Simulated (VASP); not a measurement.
# BeS (F-43m) in VASP: dielectric tensor with LDA

Aim: the dielectric tensor of BeS with LDA.

Everything below comes from runs of VASP 6.6.1. Logs are shortened: lines on timing, memory, paths and dates and some standing lists are left out, and cuts for length are marked.

## 1. The cell of the first run

The structure is cubic, space group F-43m (No. 216). The conventional cell has a = 4.850 Å, b = 4.850 Å, c = 4.850 Å, α = 90.00°, β = 90.00°, γ = 90.00°. Be (site symmetry -43m) has 4 S at 2.10 Å within 2.8 Å. Within 2.8 Å of S (site symmetry -43m) lie 4 Be at 2.10 Å.

## 2. Dielectric tensor, LDA

The input, INCAR:

```
SYSTEM = BeS
  PREC = Accurate
  ENCUT = 400
  EDIFF = 1E-8
  ISMEAR = 0
  SIGMA = 0.01
  LREAL = .False.
  LASPH = .True.
  NELM = 120
  ALGO = Normal
  ISIF = 2
  LWAVE = .False.
  LCHARG = .False.
  GGA = CA
  LEPSILON = .True.
  ISYM = -1
  GGA_COMPAT = .False.
```

The input, KPOINTS:

```
explicit points
108
Reciprocal
  0.08333333   0.08333333   0.08333333 2
  0.08333333   0.08333333   0.25000000 2
  0.08333333   0.08333333   0.41666667 2
  0.08333333   0.08333333   0.58333333 2
  0.08333333   0.08333333   0.75000000 2
  0.08333333   0.08333333   0.91666667 2
  0.08333333   0.25000000   0.08333333 2
  0.08333333   0.25000000   0.25000000 2
  0.08333333   0.25000000   0.41666667 2
  0.08333333   0.25000000   0.58333333 2
  0.08333333   0.25000000   0.75000000 2
  0.08333333   0.25000000   0.91666667 2
  0.08333333   0.41666667   0.08333333 2
  0.08333333   0.41666667   0.25000000 2
  0.08333333   0.41666667   0.41666667 2
  0.08333333   0.41666667   0.58333333 2
  0.08333333   0.41666667   0.75000000 2
  0.08333333   0.41666667   0.91666667 2
  0.08333333   0.58333333   0.08333333 2
  0.08333333   0.58333333   0.25000000 2
  0.08333333   0.58333333   0.41666667 2
  0.08333333   0.58333333   0.58333333 2
  0.08333333   0.58333333   0.75000000 2
  0.08333333   0.58333333   0.91666667 2
  0.08333333   0.75000000   0.08333333 2
  0.08333333   0.75000000   0.25000000 2
  0.08333333   0.75000000   0.41666667 2
  0.08333333   0.75000000   0.58333333 2
  0.08333333   0.75000000   0.75000000 2
  0.08333333   0.75000000   0.91666667 2
  0.08333333   0.91666667   0.08333333 2
  0.08333333   0.91666667   0.25000000 2
  0.08333333   0.91666667   0.41666667 2
  0.08333333   0.91666667   0.58333333 2
  0.08333333   0.91666667   0.75000000 2
  0.08333333   0.91666667   0.91666667 2
  0.25000000   0.08333333   0.08333333 2
  0.25000000   0.08333333   0.25000000 2
  0.25000000   0.08333333   0.41666667 2
  0.25000000   0.08333333   0.58333333 2
  0.25000000   0.08333333   0.75000000 2
  0.25000000   0.08333333   0.91666667 2
  0.25000000   0.25000000   0.08333333 2
  0.25000000   0.25000000   0.25000000 2
  0.25000000   0.25000000   0.41666667 2
  0.25000000   0.25000000   0.58333333 2
  0.25000000   0.25000000   0.75000000 2
  0.25000000   0.25000000   0.91666667 2
  0.25000000   0.41666667   0.08333333 2
  0.25000000   0.41666667   0.25000000 2
  0.25000000   0.41666667   0.41666667 2
  0.25000000   0.41666667   0.58333333 2
  0.25000000   0.41666667   0.75000000 2
  0.25000000   0.41666667   0.91666667 2
  0.25000000   0.58333333   0.08333333 2
  0.25000000   0.58333333   0.25000000 2
  0.25000000   0.58333333   0.41666667 2
  0.25000000   0.58333333   0.58333333 2
  0.25000000   0.58333333   0.75000000 2
  0.25000000   0.58333333   0.91666667 2
  0.25000000   0.75000000   0.08333333 2
  0.25000000   0.75000000   0.25000000 2
  0.25000000   0.75000000   0.41666667 2
  0.25000000   0.75000000   0.58333333 2
  0.25000000   0.75000000   0.75000000 2
  0.25000000   0.75000000   0.91666667 2
  0.25000000   0.91666667   0.08333333 2
  0.25000000   0.91666667   0.25000000 2
  0.25000000   0.91666667   0.41666667 2
  0.25000000   0.91666667   0.58333333 2
  0.25000000   0.91666667   0.75000000 2
  0.25000000   0.91666667   0.91666667 2
  0.41666667   0.08333333   0.08333333 2
  0.41666667   0.08333333   0.25000000 2
  0.41666667   0.08333333   0.41666667 2
  0.41666667   0.08333333   0.58333333 2
  0.41666667   0.08333333   0.75000000 2
  0.41666667   0.08333333   0.91666667 2
  0.41666667   0.25000000   0.08333333 2
  0.41666667   0.25000000   0.25000000 2
  0.41666667   0.25000000   0.41666667 2
  0.41666667   0.25000000   0.58333333 2
  0.41666667   0.25000000   0.75000000 2
  0.41666667   0.25000000   0.91666667 2
  0.41666667   0.41666667   0.08333333 2
  0.41666667   0.41666667   0.25000000 2
  0.41666667   0.41666667   0.41666667 2
  0.41666667   0.41666667   0.58333333 2
  0.41666667   0.41666667   0.75000000 2
  0.41666667   0.41666667   0.91666667 2
  0.41666667   0.58333333   0.08333333 2
  0.41666667   0.58333333   0.25000000 2
  0.41666667   0.58333333   0.41666667 2
  0.41666667   0.58333333   0.58333333 2
  0.41666667   0.58333333   0.75000000 2
  0.41666667   0.58333333   0.91666667 2
  0.41666667   0.75000000   0.08333333 2
  0.41666667   0.75000000   0.25000000 2
  0.41666667   0.75000000   0.41666667 2
  0.41666667   0.75000000   0.58333333 2
  0.41666667   0.75000000   0.75000000 2
  0.41666667   0.75000000   0.91666667 2
  0.41666667   0.91666667   0.08333333 2
  0.41666667   0.91666667   0.25000000 2
  0.41666667   0.91666667   0.41666667 2
  0.41666667   0.91666667   0.58333333 2
  0.41666667   0.91666667   0.75000000 2
  0.41666667   0.91666667   0.91666667 2
```

The input, POSCAR:

```
BeS
1.0
    0.0000000000      2.4250000000      2.4250000000
    2.4250000000      0.0000000000      2.4250000000
    2.4250000000      2.4250000000      0.0000000000
Be S
1 1
Direct
    0.0000000000      0.0000000000      0.0000000000
    0.2500000000      0.2500000000      0.2500000000
```

Potentials or basis: VASP PAW LDA potentials, release 64 (Be, S).

Command:

```
$ cat potpaw_LDA.64/Be/POTCAR potpaw_LDA.64/S/POTCAR > POTCAR
$ mpirun -np 1 vasp_std > vasp.out
```

OUTCAR:

```text
SYSTEM = BeS
   PREC = Accurate
   ENCUT = 400
   EDIFF = 1E-8
   ISMEAR = 0
   LREAL = .False.
   LASPH = .True.
   NELM = 120
   ISIF = 2
   GGA = CA
   LEPSILON = .True.
   ISYM = -1

 ion  position               nearest neighbor table
   1  0.000  0.000  0.000-   2 2.10   2 2.10   2 2.10   2 2.10
   2  0.250  0.250  0.250-   1 2.10   1 2.10   1 2.10   1 2.10

IMPORTANT INFORMATION: All symmetrisations will be switched off!
NOSYMM: (Re-)initialisation of all symmetry stuff for point group C_1.

----------------------------------------------------------------------------------------

                                     Primitive cell

  volume of cell :      28.5210

  direct lattice vectors                    reciprocal lattice vectors
     0.000000000  2.425000000  2.425000000    -0.206185567  0.206185567  0.206185567
     2.425000000  0.000000000  2.425000000     0.206185567 -0.206185567  0.206185567
     2.425000000  2.425000000  0.000000000     0.206185567  0.206185567 -0.206185567

  length of vectors
     3.429467889  3.429467889  3.429467889     0.357123878  0.357123878  0.357123878

  position of ions in fractional coordinates (direct lattice)
     0.000000000  0.000000000  0.000000000
     0.250000000  0.250000000  0.250000000

  ion indices of the primitive-cell ions
   primitive index   ion index
                 1           1
                 2           2

----------------------------------------------------------------------------------------

 KPOINTS: explicit points

Read explicit list of k-points.

 Found    108 k-points:

 Following reciprocal coordinates:
            Coordinates               Weight
  0.083333  0.083333  0.083333      0.009259
  0.083333  0.083333  0.250000      0.009259
  0.083333  0.083333  0.416667      0.009259
  0.083333  0.083333  0.583333      0.009259
  0.083333  0.083333  0.750000      0.009259
  0.083333  0.083333  0.916667      0.009259
[... 16 lines left out ...]
  0.083333  0.583333  0.750000      0.009259
  0.083333  0.583333  0.916667      0.009259
 [... further k-points ...]
   k-points           NKPTS =    108   k-points in BZ     NKDIM =    108   number of bands    NBANDS=      8
   number of dos      NEDOS =    301   number of ions     NIONS =      2
   total plane-waves  NPLWV =  13824
   dimension x,y,z NGX =    24 NGY =   24 NGZ =   24
   dimension x,y,z NGXF=    48 NGYF=   48 NGZF=   48
   ions per type =               1   1
   NGX,Y,Z   is equivalent  to a cutoff of  11.63, 11.63, 11.63 a.u.
   NGXF,Y,Z  is equivalent  to a cutoff of  23.27, 23.27, 23.27 a.u.
 SYSTEM =  BeS
   PREC   = accura    normal or accurate (medium, high low for compatibility)
   ISTART =      0    job   : 0-new  1-cont  2-samecut
   ICHARG =      2    charge: 1-file 2-atom 10-const
   ISPIN  =      1    spin polarized calculation?
   LNONCOLLINEAR =      F non collinear calculations
   LSORBIT =      F    spin-orbit coupling
   LASPH  =      T    aspherical Exc in radial PAW
   ENCUT  =  400.0 eV  29.40 Ry    5.42 a.u.   5.59  5.59  5.59*2*pi/ulx,y,z
   NELM   =    120;   NELMIN=  2; NELMDL= -5     # of ELM steps
   EDIFF  = 0.1E-07   stopping-criterion for ELM
[... 57 lines left out ...]
      7       9.7456      0.00000
      8      10.4089      0.00000
[... 243 lines left out ...]
 k-point    24 :       0.0833    0.5833    0.9167
  band No.  band energies     occupation
      1      -8.0087      2.00000
      2      -1.2623      2.00000
      3       2.0249      2.00000
      4       2.7130      2.00000
      5       9.8891      0.00000
      6      10.3722      0.00000
      7      11.6792      0.00000
      8      14.0186      0.00000

 [... further k-points ...]

  FORCE on cell =-STRESS in cart. coord.  units (eV):
  Direction    XX          YY          ZZ          XY          YZ          ZX
  --------------------------------------------------------------------------------------
  -------------------------------------------------------------------------------------
  Total       -0.5627912     -0.5627908     -0.5627912     -0.0076933     -0.0076934     -0.0076931
  in kB      -31.6149589    -31.6149417    -31.6149595     -0.4321743     -0.4321795     -0.4321620
  external PRESSURE =     -31.6149534 kB  Pullay stress =       0.0000000 kB

 VOLUME and BASIS-vectors are now :
 -----------------------------------------------------------------------------
  energy-cutoff  :      400.00
  volume of cell :       28.52
      direct lattice vectors                 reciprocal lattice vectors
     0.000000000  2.425000000  2.425000000    -0.206185567  0.206185567  0.206185567
     2.425000000  0.000000000  2.425000000     0.206185567 -0.206185567  0.206185567
     2.425000000  2.425000000  0.000000000     0.206185567  0.206185567 -0.206185567

 POSITION                                       TOTAL-FORCE (eV/Angst)
 -----------------------------------------------------------------------------------
      0.00000      0.00000      0.00000        -0.002337     -0.002337     -0.002337
      1.21250      1.21250      1.21250         0.002337      0.002337      0.002337
 -----------------------------------------------------------------------------------
    total drift:                                0.000001      0.000001      0.000001

  FREE ENERGIE OF THE ION-ELECTRON SYSTEM (eV)
  ---------------------------------------------------
  free  energy   TOTEN  =       -11.1321086114 eV

  energy  without entropy=      -11.1321086114  energy(sigma->0) =      -11.13210861

 HEAD OF MICROSCOPIC STATIC DIELECTRIC TENSOR (INDEPENDENT PARTICLE, excluding Hartree and local field effects)
 ------------------------------------------------------
           5.935672    -0.086210    -0.086210
          -0.086347     5.935672    -0.086281
          -0.086347    -0.086281     5.935672
 ------------------------------------------------------

 Free energy of the ion-electron system (eV)
  ---------------------------------------------------
  ---------------------------------------------------
  free energy    TOTEN  =        -0.37170271 eV

  energy without entropy =       -0.37170271

------------------------ aborting loop because EDIFF is reached ----------------------------------------

--------------------------------------- Ionic step        2  -------------------------------------------

------------------------ aborting loop because EDIFF is reached ----------------------------------------

--------------------------------------- Ionic step        3  -------------------------------------------

 Free energy of the ion-electron system (eV)
  ---------------------------------------------------
  ---------------------------------------------------
  free energy    TOTEN  =        -0.37170286 eV

  energy without entropy =       -0.37170286

------------------------ aborting loop because EDIFF is reached ----------------------------------------

 PIEZOELECTRIC TENSOR FIELD DIRECTION 3  (e Angst)
 -----------------------------------------------------------------------------
    -0.00007 -1.12616  0.00576           ( -0.00003  0.03150 -0.00020)
    -1.12616 -0.00009  0.00603           (  0.03150 -0.00003 -0.00020)
     0.00576  0.00603  0.00045           ( -0.00020 -0.00020  0.00001)

 PIEZOELECTRIC TENSOR FIELD DIRECTION 3  (C/m^2)
 -----------------------------------------------------------------------------
    -0.00004 -0.63262  0.00324
    -0.63262 -0.00005  0.00339
     0.00324  0.00339  0.00025

 MACROSCOPIC STATIC DIELECTRIC TENSOR (including local field effects in DFT)
 ------------------------------------------------------
           5.375424    -0.083201    -0.083201
          -0.083301     5.375425    -0.083267
          -0.083301    -0.083267     5.375425
 ------------------------------------------------------

 PIEZOELECTRIC TENSOR (including local field effects)  for field in x, y, z        (e  Angst)
          XX          YY          ZZ          XY          YZ          ZX
  --------------------------------------------------------------------------------
  x     0.00014     0.00075     0.00077     0.00738    -1.12625     0.00736
  y    -0.00006     0.00044    -0.00009     0.00576     0.00634    -1.12617
  z    -0.00007    -0.00009     0.00045    -1.12616     0.00603     0.00576

 PIEZOELECTRIC TENSOR (including local field effects)  for field in x, y, z        (C/m^2)
          XX          YY          ZZ          XY          YZ          ZX
  --------------------------------------------------------------------------------
  x     0.00008     0.00042     0.00043     0.00415    -0.63267     0.00413
  y    -0.00003     0.00025    -0.00005     0.00324     0.00356    -0.63263
  z    -0.00004    -0.00005     0.00025    -0.63262     0.00339     0.00324

 BORN EFFECTIVE CHARGES (including local field effects) (in |e|, cummulative output)
 ---------------------------------------------------------------------------------
 ion    1
    1     1.58527    -0.01522    -0.01522
    2    -0.01531     1.58523    -0.01497
    3    -0.01531    -0.01497     1.58523
 ion    2
    1    -1.58527     0.01522     0.01522
    2     0.01531    -1.58523     0.01497
    3     0.01531     0.01497    -1.58523
```

It took 42 s on 1 thread of Intel Xeon 6975P-C (Granite Rapids), shared host; peak memory 0.16 GiB.

What came out:

```yaml
Band_gap_on_the_k_mesh: 3.33 eV (least direct gap 5.55 eV)
Electronic_dielectric_tensor_diagonal: 5.38
Born_charges_mean_of_the_diagonal: Be +1.59; S -1.59 e
```

Levels at points of the mesh, in eV from the valence-band top:
```
           k point  band 1  band 2  band 3  band 4  band 5  band 6  band 7  band 8
(0.08, 0.08, 0.08)  -13.48   -0.51    0.00    0.00    5.55    5.81    5.81    6.48
```

Electronic dielectric tensor:
```
 5.38 -0.08 -0.08
-0.08  5.38 -0.08
-0.08 -0.08  5.38
```

Born effective charge tensors (e):
atom 1, Be
```
 1.59 -0.02 -0.02
-0.02  1.59 -0.01
-0.02 -0.01  1.59
```
atom 2, S
```
-1.59  0.02  0.02
 0.02 -1.59  0.01
 0.02  0.01 -1.59
```

Caveat: a shifted mesh leaves out Γ, where band edges can lie. A k mesh can miss the band edges.
